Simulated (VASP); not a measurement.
# Si16H6O in VASP: further runs, part 2 of 2

VASP 6.6.1.

## Step 3: Single point, PBEsol

Contents of INCAR:

```
PREC     = Accurate       # precision mode
ENCUT    = 520            # plane-wave cutoff, eV
EDIFF    = 1E-7           # SCF threshold, eV
ISMEAR   = -1             # smearing method
SIGMA    = 0.02           # smearing width, eV
LREAL    = Auto         
LASPH    = True           # aspherical terms in the spheres
NELM     = 60             # most SCF steps
ALGO     = Normal         # electronic algorithm
ISIF     = 2              # what is computed and relaxed
LWAVE    = False          # write WAVECAR
LCHARG   = True           # write CHGCAR
GGA      = PS             # functional
LELF     = True           # ELF
LVHAR    = True         
NBANDS   = 55             # bands
```

Contents of KPOINTS:

```
Automatic mesh
0
Gamma
  2 2 1
```

Contents of POSCAR:

```
Si16H6O
1.0
    7.6791800000      0.0000000000      0.0000000000
    3.8395900000      6.6503650000      0.0000000000
    0.0000000000      0.0000000000     18.4187650000
H Si O
6 16 1
Direct
    0.1666668792      0.1666675438      0.0542924566
    0.6666681814      0.1666675438      0.0542924566
    0.1666662146      0.6666701752      0.0542924566
    0.6666675168      0.6666701752      0.0542924566
    0.5818605349      0.3464922602      0.4802004912
    0.6358954945      0.4988147267      0.4324285586
    0.1666668792      0.1666675438      0.1357311416
    0.6666681814      0.1666675438      0.1357311416
    0.1666662146      0.6666701752      0.1357311416
    0.6666675168      0.6666701752      0.1357311416
   -0.1536904457      0.3036825798      0.1738553046
    0.3237376813      0.3298164838      0.1850341215
   -0.1616975079      0.8395178310      0.1748814321
    0.3268728079      0.8353977564      0.1885196972
   -0.2133184074      0.2988106668      0.3008996532
    0.2525249382      0.2884202596      0.3092335452
   -0.1878575202      0.7931293997      0.3032016533
    0.2351334036      0.8146620524      0.3301307118
   -0.0968243116      0.0069620239      0.3763770264
    0.4776460989     -0.0932730760      0.2897371241
   -0.0806469266      0.4759889119      0.3649918982
    0.4195728841      0.4526067366      0.3313034289
    0.5339225054      0.4526819205      0.4409144696
```

Potentials or basis: VASP PAW PBE potentials, release 64 (H, Si, O).

Launch:

```sh
cat potpaw_PBE.64/H/POTCAR potpaw_PBE.64/Si/POTCAR potpaw_PBE.64/O/POTCAR > POTCAR
mpirun -np 1 vasp_std > vasp.out
```

OUTCAR:

```text
PREC = Accurate
   ENCUT = 520
   EDIFF = 1E-7
   ISMEAR = -1
   LREAL = Auto
   LASPH = True
   NELM = 60
   ISIF = 2
   GGA = PS

 ion  position               nearest neighbor table
   1  0.167  0.167  0.054-   7 1.50
   2  0.667  0.167  0.054-   8 1.50
   3  0.167  0.667  0.054-   9 1.50
   4  0.667  0.667  0.054-  10 1.50
   5  0.582  0.346  0.480-  23 1.01
   6  0.636  0.499  0.432-  23 1.02
   7  0.167  0.167  0.136-   1 1.50  11 2.25  12 2.32  14 2.41
   8  0.667  0.167  0.136-   2 1.50  11 2.23  13 2.29  12 2.46
   9  0.167  0.667  0.136-   3 1.50  13 2.30  14 2.39  12 2.42
  10  0.667  0.667  0.136-   4 1.50  13 2.40  14 2.46  11 2.51
  11  0.846  0.304  0.174-   8 2.23   7 2.25  15 2.39  10 2.51
  12  0.324  0.330  0.185-   7 2.32  16 2.41   9 2.42   8 2.46  22 3.06
  13  0.838  0.840  0.175-   8 2.29   9 2.30  10 2.40  17 2.41
  14  0.327  0.835  0.189-   9 2.39  20 2.40   7 2.41  10 2.46  18 2.73
  15  0.787  0.299  0.301-  21 2.38  11 2.39  19 2.40  22 2.52
  16  0.253  0.288  0.309-  22 2.24  12 2.41  21 2.45  20 2.58
  17  0.812  0.793  0.303-  20 2.28  13 2.41  21 2.43  19 2.48
  18  0.235  0.815  0.330-  19 2.37  22 2.41  20 2.42  14 2.73
  19  0.903  0.007  0.376-  18 2.37  15 2.40  17 2.48
  20  0.478  0.907  0.290-  17 2.28  14 2.40  18 2.42  16 2.58
  21  0.919  0.476  0.365-  15 2.38  17 2.43  16 2.45
  22  0.420  0.453  0.331-  23 2.20  16 2.24  18 2.41  15 2.52  12 3.06
  23  0.534  0.453  0.441-   5 1.01   6 1.02  22 2.20

  LATTYP: Found a hexagonal cell.
 ALAT       =     7.6791800344
 C/A-ratio  =     2.3985327753

  Lattice vectors:

 A1 = (  -3.8395900000,  -6.6503650000,   0.0000000000)
 A2 = (   7.6791800000,   0.0000000000,   0.0000000000)
 A3 = (   0.0000000000,   0.0000000000,  18.4187650000)

Analysis of symmetry for initial positions (statically):
=====================================================================
 Subroutine PRICEL returns:
 Original cell was already a primitive cell.

 Routine SETGRP: Setting up the symmetry group for a
 hexagonal supercell.

 Subroutine GETGRP returns: Found  1 space group operations
 (whereof  1 operations were pure point group operations)
 out of a pool of 24 trial point group operations.

The static configuration has the point symmetry C_1 .

Analysis of symmetry for dynamics (positions and initial velocities):
=====================================================================
 Subroutine PRICEL returns:
 Original cell was already a primitive cell.

 Routine SETGRP: Setting up the symmetry group for a
 hexagonal supercell.

 Subroutine GETGRP returns: Found  1 space group operations
 (whereof  1 operations were pure point group operations)
 out of a pool of 24 trial point group operations.

The dynamic configuration has the point symmetry C_1 .

 Subroutine INISYM returns: Found  1 space group operations
 (whereof  1 operations are pure point group operations),
 and found     1 'primitive' translations

----------------------------------------------------------------------------------------

                                     Primitive cell

  volume of cell :     940.6344

  direct lattice vectors                    reciprocal lattice vectors
[... 84 lines left out ...]
 Following reciprocal coordinates:
            Coordinates               Weight
  0.000000  0.000000  0.000000      1.000000
  0.500000  0.000000  0.000000      1.000000
  0.500000  0.500000  0.000000      1.000000
  0.000000  0.500000  0.000000      1.000000
   k-points           NKPTS =      4   k-points in BZ     NKDIM =      4   number of bands    NBANDS=     55
   number of dos      NEDOS =    301   number of ions     NIONS =     23
   total plane-waves  NPLWV = 504000
   dimension x,y,z NGX =    60 NGY =   60 NGZ =  140
   dimension x,y,z NGXF=   120 NGYF=  120 NGZF=  280
   ions per type =               6  16   1
   NGX,Y,Z   is equivalent  to a cutoff of  12.99, 12.99, 12.64 a.u.
   NGXF,Y,Z  is equivalent  to a cutoff of  25.98, 25.98, 25.27 a.u.
 SYSTEM =  unknown system
   PREC   = accura    normal or accurate (medium, high low for compatibility)
   ISTART =      0    job   : 0-new  1-cont  2-samecut
   ICHARG =      2    charge: 1-file 2-atom 10-const
   ISPIN  =      1    spin polarized calculation?
   LNONCOLLINEAR =      F non collinear calculations
   LSORBIT =      F    spin-orbit coupling
   LASPH  =      T    aspherical Exc in radial PAW
   ENCUT  =  520.0 eV  38.22 Ry    6.18 a.u.  14.28 14.28 34.25*2*pi/ulx,y,z
   NELM   =     60;   NELMIN=  2; NELMDL= -5     # of ELM steps
   EDIFF  = 0.1E-06   stopping-criterion for ELM
   LREAL  =      T    real-space projection
   EDIFFG = 0.1E-05   stopping-criterion for IOM
   NSW    =      0    number of steps for IOM
   IBRION =     -1    ionic relax: 0-MD 1-quasi-New 2-CG
   NFREE  =      0    steps in history (QN), initial steepest desc. (CG)
   ISIF   =      2    stress and relaxation
   ISYM   =      2    0-nonsym 1-usesym 2-fastsym
   POTIM  = 0.5000    time-step for ionic-motion
   TEBEG  =    0.0;   TEEND  =   0.0 temperature during run
   PSTRESS=    0.0 pullay stress
   NELECT =      76.0000    total number of electrons
   NUPDOWN=      -1.0000    fix difference up-down
   EMIN   =  10.00;   EMAX   =-10.00  energy-range for DOS
   EFERMI =   0.00;   METHOD = LEGACY
   ISMEAR =    -1;   SIGMA  =   0.02  broadening in eV -4-tet -1-fermi 0-gaus
   EFERMI_NEDOS =   21; number of points for ismear=-14 and -15
   IALGO  =     38    algorithm
   IMIX   =      4    mixing-type and parameters
     AMIX     =   0.40;   BMIX     =  1.00
     AMIX_MAG =   1.60;   BMIX_MAG =  1.00
  volume/ion in A,a.u.               =      40.90       275.99
  Fermi-wavevector in a.u.,A,eV,Ry     =   0.707738  1.337431  6.815061  0.500893
  Thomas-Fermi vector in A             =   1.793866
   LORBIT       =      0    0 simple, 1 ext, 2 COOP (PROOUT), +10 PAW based schemes
   GGA     = PS    functional components
   LHFCALC =     F    Hartree Fock is set to
   AEXX    =    0.0000 exact exchange contribution
   IVDW    =     0    specifies the selected vdW correction
   LEPSILON=     F    determine dielectric tensor
   LRPA    =     F    only Hartree local field effects (RPA)
 non-spin polarized calculation
  energy-cutoff  :      520.00
  volume of cell :      940.63
 maximum number of plane-waves:     25382
 NGX is ok and might be reduce to    60
   NGX = 29   NGY = 29   NGZ = 69

 number of electron      76.0000002 magnetization

 Free energy of the ion-electron system (eV)
  ---------------------------------------------------
  ext. energy  EPLUGINS =         0.00000000
  ---------------------------------------------------
  free energy    TOTEN  =      -112.36138244 eV

  energy without entropy =     -112.36138195  energy(sigma->0) =     -112.36138219

 E-fermi :  -0.6753     XC(G=0):  -4.3831

 val. band max:       -0.9618771119   @ k =   0.5000   0.0000   0.0000
 cond. band min:      -0.4018921245   @ k =   0.5000   0.0000   0.0000
 fundamental gap:      0.5599849874
 Fermi energy:        -0.6753454806

 k-point     1 :       0.0000    0.0000    0.0000
  band No.  band energies     occupation
      1     -22.8050      2.00000
      2     -12.3500      2.00000
      3     -11.2161      2.00000
      4     -10.7712      2.00000
      5     -10.3280      2.00000
      6     -10.1318      2.00000
[... 201 lines left out ...]
     49       2.4411      0.00000
     50       2.4710      0.00000
 [bands above 50 left out]

------------------------ aborting loop because EDIFF is reached ----------------------------------------

  FORCE on cell =-STRESS in cart. coord.  units (eV):
  Direction    XX          YY          ZZ          XY          YZ          ZX
  --------------------------------------------------------------------------------------
  -------------------------------------------------------------------------------------
  Total       -5.1386467     -6.8558022     -5.8760661      0.4998234      2.2793720      4.8743245
  in kB       -8.7526286    -11.6774502    -10.0086711      0.8513464      3.8824418      8.3024101
  external PRESSURE =     -10.1462500 kB  Pullay stress =       0.0000000 kB

 VOLUME and BASIS-vectors are now :
 -----------------------------------------------------------------------------
  energy-cutoff  :      520.00
  volume of cell :      940.63
      direct lattice vectors                 reciprocal lattice vectors
     7.679180000  0.000000000  0.000000000     0.130222237 -0.075183843  0.000000000
     3.839590000  6.650365000  0.000000000     0.000000000  0.150367687  0.000000000
     0.000000000  0.000000000 18.418765000     0.000000000  0.000000000  0.054292457

 POSITION                                       TOTAL-FORCE (eV/Angst)
 -----------------------------------------------------------------------------------
      1.91980      1.10840      1.00000         0.030967     -0.084832     -0.140057
      5.75940      1.10840      1.00000        -0.357165     -0.034234     -0.214907
      3.83960      4.43360      1.00000         0.293561      0.046194     -0.115531
      7.67920      4.43360      1.00000        -0.256814      0.033804     -0.204395
      5.79860      2.30430      8.84470         0.257269      0.821354     -1.206658
      6.79840      3.31730      7.96480        -0.396895     -0.583770      0.322172
[... 15 lines left out ...]
      4.95980      3.01000      6.10220         1.968242     -0.021962      0.085925
      5.83820      3.01050      8.12110        -0.164091     -0.108561      0.440901
 -----------------------------------------------------------------------------------
    total drift:                               -0.003498      0.001985      0.011989

  FREE ENERGIE OF THE ION-ELECTRON SYSTEM (eV)
  ---------------------------------------------------
  free  energy   TOTEN  =      -112.3613824420 eV

  energy  without entropy=     -112.3613819467  energy(sigma->0) =     -112.36138219
```

It took 10 min on 1 thread of Intel Xeon Platinum 8375C at 2.90GHz (Ice Lake), shared host; peak memory 0.96 GiB.

Results:

| Item | Value |
| --- | --- |
| Free energy | -112.3614 eV |
| Largest force | 2.399 eV/Å |
| Band gap on the k mesh | 0.56 eV, direct |

Forces on the atoms (eV/Å):
```
H    0.031 -0.085 -0.140
H   -0.357 -0.034 -0.215
H    0.294  0.046 -0.116
H   -0.257  0.034 -0.204
H    0.257  0.821 -1.207
H   -0.397 -0.584  0.322
Si   0.340 -0.901  0.035
Si  -1.235 -0.018 -0.158
Si  -0.003 -0.660  0.763
Si   0.169 -0.786  0.636
Si  -0.359  2.169  0.960
Si   0.890  0.609 -0.402
Si  -0.962 -0.777  0.726
Si   0.619  0.162 -0.834
Si  -0.338  0.444 -0.406
Si  -0.823 -0.809  0.094
Si   1.015 -0.364 -0.200
Si   0.341 -0.021 -0.278
Si  -0.069 -0.517 -0.669
Si  -1.443  1.414  1.020
Si   0.483 -0.012 -0.254
Si   1.968 -0.022  0.086
O   -0.164 -0.109  0.441
```

Caveat: the k points lie up to 0.47 Å⁻¹ apart; the PAW data sets were made with another functional, which shifts forces and pressure a little.
